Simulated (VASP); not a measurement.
Input of a VASP 6.6.1 run:

File INCAR:

```
SYSTEM = C
PREC = Accurate
ENCUT = 520
EDIFF = 1E-6
ISMEAR = 0
SIGMA = 0.15
LREAL = .False.
LASPH = .True.
NELM = 100
ALGO = Normal
ISIF = 2
LWAVE = .False.
LCHARG = .False.
GGA = PS
IVDW = 12
NBANDS = 16
```

The input KPOINTS:

```
regular mesh
0
Gamma
  21 21 8
  0 0 0
```

POSCAR

```
C
1.0
    2.4187967876      0.0000000000      0.0000000000
   -1.2093983938      2.0947394647      0.0000000000
    0.0000000000      0.0000000000      6.7951258155
C
4
Direct
    0.0000000000      0.0000000000      0.0025000000
    0.0000000000      0.0000000000      0.5025000000
    0.3333333333      0.6666666667      0.0025000000
    0.6666666667      0.3333333333      0.5025000000
```

Potentials or basis: VASP PAW PBE potentials, release 64 (C).

The run is started by

```bash
$ cat potpaw_PBE.64/C/POTCAR > POTCAR
$ mpirun -np 1 vasp_std > vasp.out
```

(1) Predict the dispersion energy per atom.

(2) Estimate the pressure.

(3) What does it give for the band gap on the k mesh?

## Answers

(1) -0.108 eV.

(2) 15.6 GPa.

(3) zero (bands 8 and 9 overlap by 0.03 eV).

Caveat: the cell stands under pressure; the PAW data sets were made with another functional, which shifts forces and pressure a little.
